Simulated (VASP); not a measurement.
Input of a VASP 6.6.1 run:

The input INCAR:

```
ALGO = Normal
EDIFF = 1E-7
ENCUT = 520
GGA = PE
ISIF = 2
ISMEAR = 0
LASPH = T
LCHARG = T
LELF = T
LREAL = F
LVHAR = T
LWAVE = F
NBANDS = 28
NELM = 100
PREC = Accurate
SIGMA = 0.02
```

KPOINTS

```
k-points
0
Gamma
  8 8 6
```

POSCAR

```
BaTiO3
1.0
    3.8061045534      0.0000000000      0.0000000000
    0.0000000000      3.8061045534      0.0000000000
    0.0000000000      0.0000000000      4.8708145618
Ba Ti O
1 1 3
Direct
    0.5000000000      0.5000000000      0.6448347112
    0.0000000000      0.0000000000      0.1331971228
    0.0000000000      0.5000000000      0.0411063091
    0.5000000000      0.0000000000      0.0411063091
    0.0000000000      0.0000000000      0.4997525376
```

Potentials or basis: VASP PAW PBE potentials, release 64 (Ba_sv, Ti_sv, O).

Command:

```console
$ cat potpaw_PBE.64/Ba_sv/POTCAR potpaw_PBE.64/Ti_sv/POTCAR potpaw_PBE.64/O/POTCAR > POTCAR
$ mpirun -np 1 vasp_std > vasp.out
```

Question: What does it give for the pressure?

Answer: 5.0 GPa.

Question: Predict the band gap on the k mesh.

Answer: 1.90 eV, indirect (least direct gap 2.66 eV).

Question: What does it give for the largest force?

Answer: 0.152 eV/Å.

Forces in eV/Å, atoms in the order of the input:
```
Ba   0.000  0.000 -0.152
Ti   0.000  0.000 -0.061
O    0.000  0.000  0.076
O    0.000  0.000  0.076
O    0.000  0.000  0.060
```

Caveat: spin-orbit coupling is left out, which moves the levels of the heavy elements. A k mesh can miss the band edges.
